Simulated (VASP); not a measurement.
# AlNi (Pm-3m) in VASP: a series of runs

AlNi is run at these levels: LDA; tasks: single point.

Everything below comes from runs of VASP 6.6.1. Logs are shortened: lines on timing, memory, paths and dates and some standing lists are left out, and cuts for length are marked.

### 1 The cell of the first run

The structure is cubic, space group Pm-3m (No. 221). Conventional cell: a = 2.860 Å, b = 2.860 Å, c = 2.860 Å, α = 90.00°, β = 90.00°, γ = 90.00°. Al (site symmetry m-3m) has 8 Ni at 2.48 Å and 6 Al at 2.86 Å within 3.3 Å. Within 3.3 Å of Ni (site symmetry m-3m) lie 8 Al at 2.48 Å and 6 Ni at 2.86 Å.

### 2 Single point, LDA, collinear spin, ferromagnetic start

Contents of INCAR:

```
SYSTEM = AlNi
ALGO = Normal
EDIFF = 1E-6
ENCUT = 600
GGA = CA
GGA_COMPAT = .FALSE.
ISIF = 2
ISMEAR = 0
ISPIN = 2
LASPH = .TRUE.
LCHARG = .TRUE.
LELF = .TRUE.
LMAXMIX = 4
LORBIT = 11
LREAL = .FALSE.
LVHAR = .TRUE.
LWAVE = .FALSE.
MAGMOM = 0 1
NBANDS = 18
NELM = 200
PREC = Accurate
SIGMA = 0.1
```

Contents of KPOINTS:

```
k-points
0
G
  6 6 6
  0 0 0
```

Contents of POSCAR:

```
AlNi
1.0
    2.8597112900      0.0000000000      0.0000000000
    0.0000000000      2.8597112900      0.0000000000
    0.0000000000      0.0000000000      2.8597112900
Al Ni
1 1
Direct
    0.5000000000      0.5000000000      0.5000000000
    0.0000000000      0.0000000000      0.0000000000
```

Potentials or basis: VASP PAW LDA potentials, release 64 (Al, Ni).

Started as:

```console
$ cat potpaw_LDA.64/Al/POTCAR potpaw_LDA.64/Ni/POTCAR > POTCAR
$ mpirun -np 1 vasp_std > vasp.out
```

OUTCAR:

```text
SYSTEM = AlNi
   EDIFF = 1E-6
   ENCUT = 600
   GGA = CA
   ISIF = 2
   ISMEAR = 0
   ISPIN = 2
   LASPH = .TRUE.
   LORBIT = 11
   LREAL = .FALSE.
   NELM = 200
   PREC = Accurate

 ion  position               nearest neighbor table
   1  0.500  0.500  0.500-   2 2.48   2 2.48   2 2.48   2 2.48   2 2.48   2 2.48   2 2.48   2 2.48

   2  0.000  0.000  0.000-   1 2.48   1 2.48   1 2.48   1 2.48   1 2.48   1 2.48   1 2.48   1 2.48

  LATTYP: Found a simple cubic cell.
 ALAT       =     2.8597112900

  Lattice vectors:

 A1 = (   2.8597112900,   0.0000000000,   0.0000000000)
 A2 = (   0.0000000000,   2.8597112900,   0.0000000000)
 A3 = (   0.0000000000,   0.0000000000,   2.8597112900)

Analysis of symmetry for initial positions (statically):
=====================================================================
 Subroutine PRICEL returns:
 Original cell was already a primitive cell.

 Routine SETGRP: Setting up the symmetry group for a
 simple cubic supercell.

 Subroutine GETGRP returns: Found 48 space group operations
 (whereof 48 operations were pure point group operations)
 out of a pool of 48 trial point group operations.

The static configuration has the point symmetry O_h .

Analysis of symmetry for dynamics (positions and initial velocities):
=====================================================================
 Subroutine PRICEL returns:
 Original cell was already a primitive cell.

 Routine SETGRP: Setting up the symmetry group for a
 simple cubic supercell.

 Subroutine GETGRP returns: Found 48 space group operations
 (whereof 48 operations were pure point group operations)
 out of a pool of 48 trial point group operations.

The dynamic configuration has the point symmetry O_h .

Analysis of structural, dynamic, and magnetic symmetry:
=====================================================================
 Subroutine PRICEL returns:
 Original cell was already a primitive cell.

 Routine SETGRP: Setting up the symmetry group for a
 simple cubic supercell.

 Subroutine GETGRP returns: Found 48 space group operations
 (whereof 48 operations were pure point group operations)
 out of a pool of 48 trial point group operations.

The overall configuration has the point symmetry O_h .

 Subroutine INISYM returns: Found 48 space group operations
 (whereof 48 operations are pure point group operations),
 and found     1 'primitive' translations

----------------------------------------------------------------------------------------

                                     Primitive cell

  volume of cell :      23.3866

  direct lattice vectors                    reciprocal lattice vectors
     2.859711290  0.000000000  0.000000000     0.349685650  0.000000000  0.000000000
     0.000000000  2.859711290  0.000000000     0.000000000  0.349685650  0.000000000
     0.000000000  0.000000000  2.859711290     0.000000000  0.000000000  0.349685650

  length of vectors
     2.859711290  2.859711290  2.859711290     0.349685650  0.349685650  0.349685650

  position of ions in fractional coordinates (direct lattice)
     0.500000000  0.500000000  0.500000000
     0.000000000  0.000000000  0.000000000

  ion indices of the primitive-cell ions
   primitive index   ion index
                 1           1
                 2           2

----------------------------------------------------------------------------------------

 KPOINTS: k-points

Automatic generation of k-mesh.
 Grid dimensions read from file:
 generate k-points for:    6    6    6

 Generating k-lattice:

  Cartesian coordinates                     Fractional coordinates (reciprocal lattice)
     0.058280942  0.000000000  0.000000000     0.166666667  0.000000000  0.000000000
     0.000000000  0.058280942  0.000000000     0.000000000  0.166666667  0.000000000
     0.000000000  0.000000000  0.058280942     0.000000000  0.000000000  0.166666667

  Length of vectors
     0.058280942  0.058280942  0.058280942

  Shift w.r.t. Gamma in fractional coordinates (k-lattice)
     0.000000000  0.000000000  0.000000000

 Subroutine IBZKPT returns following result:
 ===========================================

 Found     20 irreducible k-points:

 Following reciprocal coordinates:
            Coordinates               Weight
  0.000000  0.000000  0.000000      1.000000
  0.166667  0.000000  0.000000      6.000000
  0.333333  0.000000  0.000000      6.000000
  0.500000  0.000000  0.000000      3.000000
  0.166667  0.166667  0.000000     12.000000
  0.333333  0.166667  0.000000     24.000000
[... 12 lines left out ...]
  0.500000  0.500000  0.333333      6.000000
  0.500000  0.500000  0.500000      1.000000
   k-points           NKPTS =     20   k-points in BZ     NKDIM =     20   number of bands    NBANDS=     18
   number of dos      NEDOS =    301   number of ions     NIONS =      2
   total plane-waves  NPLWV =  13824
   dimension x,y,z NGX =    24 NGY =   24 NGZ =   24
   dimension x,y,z NGXF=    48 NGYF=   48 NGZF=   48
   ions per type =               1   1
   NGX,Y,Z   is equivalent  to a cutoff of  13.95, 13.95, 13.95 a.u.
   NGXF,Y,Z  is equivalent  to a cutoff of  27.90, 27.90, 27.90 a.u.
 SYSTEM =  AlNi
   PREC   = accura    normal or accurate (medium, high low for compatibility)
   ISTART =      0    job   : 0-new  1-cont  2-samecut
   ICHARG =      2    charge: 1-file 2-atom 10-const
   ISPIN  =      2    spin polarized calculation?
   LNONCOLLINEAR =      F non collinear calculations
   LSORBIT =      F    spin-orbit coupling
   LASPH  =      T    aspherical Exc in radial PAW
   ENCUT  =  600.0 eV  44.10 Ry    6.64 a.u.   5.71  5.71  5.71*2*pi/ulx,y,z
   NELM   =    200;   NELMIN=  2; NELMDL= -5     # of ELM steps
   EDIFF  = 0.1E-05   stopping-criterion for ELM
   LREAL  =      F    real-space projection
   EDIFFG = 0.1E-04   stopping-criterion for IOM
   NSW    =      0    number of steps for IOM
   IBRION =     -1    ionic relax: 0-MD 1-quasi-New 2-CG
   NFREE  =      0    steps in history (QN), initial steepest desc. (CG)
   ISIF   =      2    stress and relaxation
   ISYM   =      2    0-nonsym 1-usesym 2-fastsym
   POTIM  = 0.5000    time-step for ionic-motion
   TEBEG  =    0.0;   TEEND  =   0.0 temperature during run
   PSTRESS=    0.0 pullay stress
   NELECT =      13.0000    total number of electrons
   NUPDOWN=      -1.0000    fix difference up-down
   EMIN   =  10.00;   EMAX   =-10.00  energy-range for DOS
   EFERMI =   0.00;   METHOD = LEGACY
   ISMEAR =     0;   SIGMA  =   0.10  broadening in eV -4-tet -1-fermi 0-gaus
   EFERMI_NEDOS =   21; number of points for ismear=-14 and -15
   IALGO  =     38    algorithm
   IMIX   =      4    mixing-type and parameters
     AMIX     =   0.40;   BMIX     =  1.00
     AMIX_MAG =   1.60;   BMIX_MAG =  1.00
  volume/ion in A,a.u.               =      11.69        78.91
  Fermi-wavevector in a.u.,A,eV,Ry     =   1.346068  2.543700 24.652394  1.811900
  Thomas-Fermi vector in A             =   2.473930
   LORBIT       =     11    0 simple, 1 ext, 2 COOP (PROOUT), +10 PAW based schemes
   GGA     = CA    functional components
   LHFCALC =     F    Hartree Fock is set to
   AEXX    =    0.0000 exact exchange contribution
   IVDW    =     0    specifies the selected vdW correction
   LEPSILON=     F    determine dielectric tensor
   LRPA    =     F    only Hartree local field effects (RPA)
 spin polarized calculation
 Gauss-broadening in eV      SIGMA  =   0.10
  energy-cutoff  :      600.00
  volume of cell :       23.39
 maximum number of plane-waves:       804
 NGX is ok and might be reduce to    24
   NGX = 11   NGY = 11   NGZ = 11

 number of electron      13.0000010 magnetization      -0.0411310

 number of electron      13.0000010 magnetization       0.0002266

 Free energy of the ion-electron system (eV)
  ---------------------------------------------------
  ext. energy  EPLUGINS =         0.00000000
  ---------------------------------------------------
  free energy    TOTEN  =       -12.15997088 eV

  energy without entropy =      -12.15277326  energy(sigma->0) =      -12.15637207

 E-fermi :  10.0892     XC(G=0): -12.4097

 val. band max:       10.0760105219   @ k =   0.3333   0.1667   0.0000
 cond. band min:      10.3863895769   @ k =   0.3333   0.1667   0.1667
 fundamental gap:      0.3103790550
 Fermi energy:        10.0892206542

 spin component 1

 k-point     1 :       0.0000    0.0000    0.0000
  band No.  band energies     occupation
      1      -1.1986      1.00000
      2       6.6749      1.00000
      3       6.6749      1.00000
      4       8.4128      1.00000
      5       8.4128      1.00000
      6       8.4128      1.00000
[... 10 lines left out ...]
     17      33.7443      0.00000
     18      33.7443      0.00000
[... 379 lines left out ...]
 k-point    20 :       0.5000    0.5000    0.5000
  band No.  band energies     occupation
      1       5.8238      1.00000
      2       5.8238      1.00000
      3       5.8238      1.00000
      4       8.9870      1.00000
      5       8.9870      1.00000
      6      12.0593      0.00000
[... 10 lines left out ...]
     17      41.5327      0.00000
     18      41.5327      0.00000
 Fermi energy:        10.0892206542

 spin component 2

 k-point     1 :       0.0000    0.0000    0.0000
  band No.  band energies     occupation
      1      -1.1986      1.00000
      2       6.6755      1.00000
      3       6.6755      1.00000
      4       8.4140      1.00000
      5       8.4140      1.00000
      6       8.4140      1.00000
[... 10 lines left out ...]
     17      33.7442      0.00000
     18      33.7442      0.00000
[... 379 lines left out ...]
 k-point    20 :       0.5000    0.5000    0.5000
  band No.  band energies     occupation
      1       5.8244      1.00000
      2       5.8244      1.00000
      3       5.8244      1.00000
      4       8.9879      1.00000
      5       8.9879      1.00000
      6      12.0594      0.00000
[... 10 lines left out ...]
     17      41.5328      0.00000
     18      41.5328      0.00000

------------------------ aborting loop because EDIFF is reached ----------------------------------------

  FORCE on cell =-STRESS in cart. coord.  units (eV):
  Direction    XX          YY          ZZ          XY          YZ          ZX
  --------------------------------------------------------------------------------------
  -------------------------------------------------------------------------------------
  Total       -0.6072205     -0.6072205     -0.6072205      0.0000000      0.0000000     -0.0000000
  in kB      -41.5997207    -41.5997207    -41.5997207      0.0000000      0.0000000     -0.0000000
  external PRESSURE =     -41.5997207 kB  Pullay stress =       0.0000000 kB

 VOLUME and BASIS-vectors are now :
 -----------------------------------------------------------------------------
  energy-cutoff  :      600.00
  volume of cell :       23.39
      direct lattice vectors                 reciprocal lattice vectors
     2.859711290  0.000000000  0.000000000     0.349685650  0.000000000  0.000000000
     0.000000000  2.859711290  0.000000000     0.000000000  0.349685650  0.000000000
     0.000000000  0.000000000  2.859711290     0.000000000  0.000000000  0.349685650

 POSITION                                       TOTAL-FORCE (eV/Angst)
 -----------------------------------------------------------------------------------
      1.42986      1.42986      1.42986         0.000000      0.000000      0.000000
      0.00000      0.00000      0.00000         0.000000      0.000000      0.000000
 -----------------------------------------------------------------------------------
    total drift:                                0.000000      0.000000      0.000000

  FREE ENERGIE OF THE ION-ELECTRON SYSTEM (eV)
  ---------------------------------------------------
  free  energy   TOTEN  =       -12.1599708840 eV

  energy  without entropy=      -12.1527732639  energy(sigma->0) =      -12.15637207

 total charge

# of ion       s       p       d       tot
------------------------------------------
    1        0.392   0.428   0.000   0.820
    2        0.491   0.536   8.501   9.528
--------------------------------------------------
tot          0.883   0.964   8.501  10.348

 magnetization (x)

# of ion       s       p       d       tot
------------------------------------------
    1       -0.000   0.000   0.000   0.000
    2        0.000   0.000   0.000   0.000
--------------------------------------------------
tot          0.000   0.000   0.000   0.000
```

Run time: 20 s. Hardware: 1 thread of Intel Xeon 8259CL, shared host; peak memory 0.14 GiB.

Results:

```yaml
Free_energy: -12.1600 eV
Pressure: -4.2 GPa
Net_moment: 0.00 μB per cell
Valence_electrons_inside_the_program's_atomic_spheres: Al 0.82; Ni 9.53
```

Caveat: the k points lie up to 0.37 Å⁻¹ apart; the moments typed at the start vanished in this run.

(Part 1 of 2 ends here.)
